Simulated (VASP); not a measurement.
Ta2O5: single point with LDA

Ta2O5:

```
CELL_PARAMETERS angstrom
3.64874 0.00000 0.00000
0.00000 3.83707 0.00000
0.00000 0.00000 6.36626
ATOMIC_POSITIONS crystal
Ta 0.50000 0.00000 0.50000
Ta 0.00000 0.00000 0.00000
O 0.50000 0.50000 0.50000
O 0.00000 0.00000 0.67903
O 0.00000 0.50000 0.00000
O 0.50000 0.00000 0.00000
O 0.00000 0.00000 0.32097
```

```yaml
Program: VASP 6.6.1
Task: single point
Functional: LDA
Potentials_or_basis: VASP PAW LDA potentials, release 64 (Ta_pv, O)
Cutoff: 600 eV
k_mesh: 6 × 6 × 4
Occupations: gaussian, width 0.1 eV
Spin: no spin polarisation
Dipole_correction: no
Further_INCAR_settings: ALGO = Normal; EDIFF = 1e-06; NBANDS = 35
```

| Item | Value |
| --- | --- |
| Pressure | 1.3 GPa |
| Largest force | 0.006 eV/Å |
| Band gap on the k mesh | 0.24 eV (least direct gap 0.41 eV) |

Forces on the atoms (eV/Å):
```
Ta   0.000  0.000  0.000
Ta   0.000  0.000  0.000
O    0.000  0.000  0.000
O    0.000  0.000 -0.006
O    0.000  0.000  0.000
O    0.000  0.000  0.000
O    0.000  0.000  0.006
```

Stress tensor (GPa, compression positive):
```
1.69 0.00 0.00
0.00 1.80 0.00
0.00 0.00 0.45
```

Levels at points of the mesh, in eV from the valence-band top:
```tsv
k point	band 24	band 25	band 26	band 27	band 28	band 29
(0.00, 0.00, 0.00)	-1.04	-0.84	-0.73	0.32	0.81	1.21
(0.50, 0.00, 0.00)	-1.76	-1.34	-1.23	0.24	0.34	2.43
(0.00, 0.50, 0.00)	-1.56	-1.41	-0.89	0.59	2.08	3.99
(0.50, 0.50, 0.00)	-1.62	-1.04	0.00	0.41	3.59	3.61
(0.00, 0.00, 0.50)	-1.48	-0.86	-0.74	0.83	1.09	1.54
(0.50, 0.00, 0.50)	-1.67	-1.37	-1.07	0.30	0.74	1.44
(0.00, 0.50, 0.50)	-1.69	-1.61	-1.60	1.30	2.75	3.99
(0.50, 0.50, 0.50)	-2.46	-0.95	0.00	0.83	3.41	3.63
```

Run time: 3.6 min on 1 thread of Oxide Virtual Turin-like Processor (shared host), peak memory 0.24 GiB.

Caveat: spin-orbit coupling is left out, which moves the levels of the heavy elements. A k mesh can miss the band edges.
